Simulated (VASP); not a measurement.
# BCl3 in VASP: a series of runs

The runs below take BCl3 through single point, relaxation of the atoms, with PBE+D3(BJ).

Program: VASP 6.6.1. These are calculated values, not measurements. Logs are shortened: lines on timing, memory, paths and dates and some standing lists are left out, and cuts for length are marked.

## (1) The cell of the first run

The cell holds a molecule in a box, 4 atoms: a = 14.000 Å, b = 14.500 Å, c = 15.000 Å, α = 90.00°, β = 90.00°, γ = 90.00°.

## (2) Single point, PBE+D3(BJ)

Contents of INCAR:

```
PREC = Accurate
ENCUT = 520
EDIFF = 1E-6
ISMEAR = 0
SIGMA = 0.005
LREAL = False
LASPH = True
NELM = 60
ALGO = Normal
ISIF = 2
LWAVE = False
LCHARG = True
GGA = PE
IVDW = 12
LELF = True
LVHAR = True
NBANDS = 20
ISYM = 0
```

Contents of KPOINTS:

```
regular mesh
0
Gamma
  1 1 1
```

Contents of POSCAR:

```
BCl3
1.0
   14.0000000000      0.0000000000      0.0000000000
    0.0000000000     14.5000000000      0.0000000000
    0.0000000000      0.0000000000     15.0000000000
B Cl
1 3
Direct
    0.4695890223      0.4999162871      0.4999022413
    0.5943288926      0.4996555840      0.4992553778
    0.4074778491      0.6043658521      0.5010188981
    0.4069553045      0.3957538287      0.4994196076
```

Potentials or basis: VASP PAW PBE potentials, release 64 (B, Cl).

Started as:

```bash
$ cat potpaw_PBE.64/B/POTCAR potpaw_PBE.64/Cl/POTCAR > POTCAR
$ mpirun -np 1 vasp_gam > vasp.out
```

OUTCAR:

```text
PREC = Accurate
   ENCUT = 520
   EDIFF = 1E-6
   ISMEAR = 0
   LREAL = False
   LASPH = True
   NELM = 60
   ISIF = 2
   GGA = PE
   IVDW = 12
   ISYM = 0
 IVDW          = 12

 ion  position               nearest neighbor table
   1  0.470  0.500  0.500-   2 1.75   4 1.75   3 1.75
   2  0.594  0.500  0.499-   1 1.75
   3  0.407  0.604  0.501-   1 1.75
   4  0.407  0.396  0.499-   1 1.75

IMPORTANT INFORMATION: All symmetrisations will be switched off!
NOSYMM: (Re-)initialisation of all symmetry stuff for point group C_1.

----------------------------------------------------------------------------------------

                                     Primitive cell

  volume of cell :    3045.0000

  direct lattice vectors                    reciprocal lattice vectors
    14.000000000  0.000000000  0.000000000     0.071428571  0.000000000  0.000000000
     0.000000000 14.500000000  0.000000000     0.000000000  0.068965517  0.000000000
     0.000000000  0.000000000 15.000000000     0.000000000  0.000000000  0.066666667

  length of vectors
    14.000000000 14.500000000 15.000000000     0.071428571  0.068965517  0.066666667

  position of ions in fractional coordinates (direct lattice)
     0.469589022  0.499916287  0.499902241
     0.594328893  0.499655584  0.499255378
     0.407477849  0.604365852  0.501018898
     0.406955305  0.395753829  0.499419608

  ion indices of the primitive-cell ions
   primitive index   ion index
                 1           1
                 2           2
                 3           3
                 4           4

----------------------------------------------------------------------------------------

 KPOINTS: regular mesh

Automatic generation of k-mesh.
 Grid dimensions read from file:
 generate k-points for:    1    1    1

 Generating k-lattice:

  Cartesian coordinates                     Fractional coordinates (reciprocal lattice)
     0.071428571  0.000000000  0.000000000     1.000000000  0.000000000  0.000000000
     0.000000000  0.068965517  0.000000000     0.000000000  1.000000000  0.000000000
     0.000000000  0.000000000  0.066666667     0.000000000  0.000000000  1.000000000

  Length of vectors
     0.071428571  0.068965517  0.066666667

  Shift w.r.t. Gamma in fractional coordinates (k-lattice)
     0.000000000  0.000000000  0.000000000

 Subroutine IBZKPT returns following result:
 ===========================================

 Found      1 irreducible k-points:

 Following reciprocal coordinates:
            Coordinates               Weight
  0.000000  0.000000  0.000000      1.000000
   k-points           NKPTS =      1   k-points in BZ     NKDIM =      1   number of bands    NBANDS=     20
   number of dos      NEDOS =    301   number of ions     NIONS =      4
   total plane-waves  NPLWV = ******
   dimension x,y,z NGX =   108 NGY =  108 NGZ =  112
   dimension x,y,z NGXF=   216 NGYF=  216 NGZF=  224
   ions per type =               1   3
   NGX,Y,Z   is equivalent  to a cutoff of  12.82, 12.38, 12.41 a.u.
   NGXF,Y,Z  is equivalent  to a cutoff of  25.65, 24.76, 24.83 a.u.
 SYSTEM =  unknown system
   PREC   = accura    normal or accurate (medium, high low for compatibility)
   ISTART =      0    job   : 0-new  1-cont  2-samecut
   ICHARG =      2    charge: 1-file 2-atom 10-const
   ISPIN  =      1    spin polarized calculation?
   LNONCOLLINEAR =      F non collinear calculations
   LSORBIT =      F    spin-orbit coupling
   LASPH  =      T    aspherical Exc in radial PAW
   ENCUT  =  520.0 eV  38.22 Ry    6.18 a.u.  26.03 26.96 27.89*2*pi/ulx,y,z
   NELM   =     60;   NELMIN=  2; NELMDL= -5     # of ELM steps
   EDIFF  = 0.1E-05   stopping-criterion for ELM
   LREAL  =      F    real-space projection
   EDIFFG = 0.1E-04   stopping-criterion for IOM
   NSW    =      0    number of steps for IOM
   IBRION =     -1    ionic relax: 0-MD 1-quasi-New 2-CG
   NFREE  =      0    steps in history (QN), initial steepest desc. (CG)
   ISIF   =      2    stress and relaxation
   ISYM   =      0    0-nonsym 1-usesym 2-fastsym
   POTIM  = 0.5000    time-step for ionic-motion
   TEBEG  =    0.0;   TEEND  =   0.0 temperature during run
   PSTRESS=    0.0 pullay stress
   NELECT =      24.0000    total number of electrons
   NUPDOWN=      -1.0000    fix difference up-down
   EMIN   =  10.00;   EMAX   =-10.00  energy-range for DOS
   EFERMI =   0.00;   METHOD = LEGACY
   ISMEAR =     0;   SIGMA  =   0.01  broadening in eV -4-tet -1-fermi 0-gaus
   EFERMI_NEDOS =   21; number of points for ismear=-14 and -15
   IALGO  =     38    algorithm
   IMIX   =      4    mixing-type and parameters
     AMIX     =   0.40;   BMIX     =  1.00
     AMIX_MAG =   1.60;   BMIX_MAG =  1.00
  volume/ion in A,a.u.               =     761.25      5137.17
  Fermi-wavevector in a.u.,A,eV,Ry     =   0.325799  0.615670  1.444188  0.106145
  Thomas-Fermi vector in A             =   1.217107
   LORBIT       =      0    0 simple, 1 ext, 2 COOP (PROOUT), +10 PAW based schemes
   GGA     = PE    functional components
   LHFCALC =     F    Hartree Fock is set to
   AEXX    =    0.0000 exact exchange contribution
   IVDW    =    12    specifies the selected vdW correction
   LEPSILON=     F    determine dielectric tensor
   LRPA    =     F    only Hartree local field effects (RPA)
 non-spin polarized calculation
 Gauss-broadening in eV      SIGMA  =   0.01
  energy-cutoff  :      520.00
  volume of cell :     3045.00
 maximum number of plane-waves:     40942
 NGX is ok and might be reduce to   108
   NGX = 53   NGY = 53   NGZ = 55

 number of electron      24.0000000 magnetization

 Free energy of the ion-electron system (eV)
  ---------------------------------------------------
  ext. energy  EPLUGINS =         0.00000000
  ---------------------------------------------------
  free energy    TOTEN  =       -16.08579623 eV

  energy without entropy =      -16.08579623  energy(sigma->0) =      -16.08579623

 E-fermi :  -7.4679     XC(G=0):  -0.4979

 val. band max:       -7.4929541213   @ k =   0.0000   0.0000   0.0000
 cond. band min:      -2.5146775230   @ k =   0.0000   0.0000   0.0000
 fundamental gap:      4.9782765983
 Fermi energy:        -7.4679483258

 k-point     1 :       0.0000    0.0000    0.0000
  band No.  band energies     occupation
      1     -22.2197      2.00000
      2     -21.0264      2.00000
      3     -21.0258      2.00000
      4     -12.9929      2.00000
      5     -11.1054      2.00000
      6     -11.1049      2.00000
[... 12 lines left out ...]
     19       0.5348      0.00000
     20       0.6571      0.00000

------------------------ aborting loop because EDIFF is reached ----------------------------------------

 Edisp (eV)   -0.12240

 E8    (eV) :    -0.0485

  FORCE on cell =-STRESS in cart. coord.  units (eV):
  Direction    XX          YY          ZZ          XY          YZ          ZX
  --------------------------------------------------------------------------------------
  -------------------------------------------------------------------------------------
  Total      -0.23074    -0.23185    -0.04118    -0.00197    -0.00152     0.00098
  in kB      -0.12141    -0.12199    -0.02167    -0.00104    -0.00080     0.00052
  external pressure =       -0.09 kB  Pullay stress =        0.00 kB

 VOLUME and BASIS-vectors are now :
 -----------------------------------------------------------------------------
  energy-cutoff  :      520.00
  volume of cell :     3045.00
      direct lattice vectors                 reciprocal lattice vectors
    14.000000000  0.000000000  0.000000000     0.071428571  0.000000000  0.000000000
     0.000000000 14.500000000  0.000000000     0.000000000  0.068965517  0.000000000
     0.000000000  0.000000000 15.000000000     0.000000000  0.000000000  0.066666667

 POSITION                                       TOTAL-FORCE (eV/Angst)
 -----------------------------------------------------------------------------------
      6.57425      7.24879      7.49853        -0.000219      0.001010     -0.000486
      8.32060      7.24501      7.48883        -0.072181     -0.000876      0.000563
      5.70469      8.76330      7.51528         0.035395     -0.063280     -0.000324
      5.69737      5.73843      7.49129         0.037004      0.063147      0.000247
 -----------------------------------------------------------------------------------
    total drift:                               -0.000005      0.000004      0.000111

  FREE ENERGIE OF THE ION-ELECTRON SYSTEM (eV)
  ---------------------------------------------------
  free  energy   TOTEN  =       -16.2082000046 eV

  energy  without entropy=      -16.2082000046  energy(sigma->0) =      -16.20820000
```

Wall time 2.3 min (1 thread of AMD EPYC 9R45 (Zen 5), shared host); peak memory 1.7 GiB.

Results:

| Item | Value |
| --- | --- |
| Free energy | -16.2082 eV |
| Largest force | 0.073 eV/Å |
| Gap between the frontier levels | 4.98 eV |
| Dispersion energy per atom | -0.031 eV |

Forces in eV/Å, atoms in the order of the input:
```
B    0.000  0.001  0.000
Cl  -0.072 -0.001  0.001
Cl   0.035 -0.063  0.000
Cl   0.037  0.063  0.000
```

## (3) Relaxation of the atoms, PBE+D3(BJ)

Contents of INCAR:

```
PREC     = Accurate       # precision mode
ENCUT    = 520            # plane-wave cutoff, eV
EDIFF    = 1E-6           # SCF threshold, eV
ISMEAR   = 0              # smearing method
SIGMA    = 0.005          # smearing width, eV
LREAL    = F              # projectors in reciprocal space
LASPH    = T              # aspherical terms in the spheres
NELM     = 100            # most SCF steps
ALGO     = Normal         # electronic algorithm
ISIF     = 2              # what is computed and relaxed
LWAVE    = F              # write WAVECAR
LCHARG   = F              # write CHGCAR
GGA      = PE             # functional
IVDW     = 12             # dispersion correction
IBRION   = 2              # ionic algorithm
NSW      = 100            # ionic steps
EDIFFG   = -0.01          # ionic threshold
ISYM     = 0
```

KPOINTS is that of step 2.

Contents of POSCAR:

```
BCl3
1.0
   14.0000000000      0.0000000000      0.0000000000
    0.0000000000     14.5000000000      0.0000000000
    0.0000000000      0.0000000000     15.0000000000
B Cl
1 3
Direct
    0.4703825106      0.4993364090      0.5003087187
    0.5934558578      0.5003551428      0.4991264741
    0.4079685580      0.6037505811      0.5008735259
    0.4065441422      0.3962494189      0.4992874061
```

Potentials or basis: VASP PAW PBE potentials, release 64 (B, Cl).

Started as:

```bash
$ cat potpaw_PBE.64/B/POTCAR potpaw_PBE.64/Cl/POTCAR > POTCAR
$ mpirun -np 1 vasp_gam > vasp.out
```

Wall time 8 min (1 thread of AMD EPYC 9R45 (Zen 5), shared host); peak memory 1.8 GiB.

It converged, with:

* Free energy: -16.2085 eV
* Energy gained by relaxing: 1.6 meV/atom
* Ionic steps: 10
* Largest force after relaxing: 0.007 eV/Å
* Gap between the frontier levels: 4.99 eV
* Dispersion energy per atom: -0.031 eV

Forces in eV/Å, atoms in the order of the input:
```
B    0.000 -0.001  0.007
Cl  -0.002 -0.002 -0.002
Cl  -0.001  0.001 -0.002
Cl   0.003  0.001 -0.002
```

Step by step:
| step | energy change (eV) | largest force (eV/Å) | pressure (GPa) |
| --- | --- | --- | --- |
| 1 | 0.0000 | 0.4815 | 0.01 |
| 2 | 0.0004 | 0.5536 | -0.01 |
| 3 | -0.0051 | 0.1215 | 0.00 |
| 4 | -0.0058 | 0.0607 | 0.00 |
| 5 | -0.0058 | 0.0701 | -0.01 |
| 6 | -0.0061 | 0.0298 | 0.00 |
| 7 | -0.0062 | 0.0252 | 0.00 |
| 8 | -0.0062 | 0.0267 | 0.00 |
| 9 | -0.0062 | 0.0315 | 0.00 |
| 10 | -0.0062 | 0.0066 | 0.00 |

Final structure:
```xyz
4
Lattice="14.0000 0.0000 0.0000 0.0000 14.5000 0.0000 0.0000 0.0000 15.0000" Properties=species:S:1:pos:R:3 pbc="T T T"
B     6.5743    7.2487    7.4978
Cl    8.3181    7.2452    7.4891
Cl    5.7060    8.7608    7.5156
Cl    5.6985    5.7408    7.4915
```

Levels at points of the mesh, in eV from the valence-band top:
```tsv
k point	band 8	band 9	band 10	band 11	band 12	band 13	band 14	band 15	band 16
(0.00, 0.00, 0.00)	-0.88	-0.88	-0.79	-0.79	0.00	4.99	6.90	7.75	7.92
```
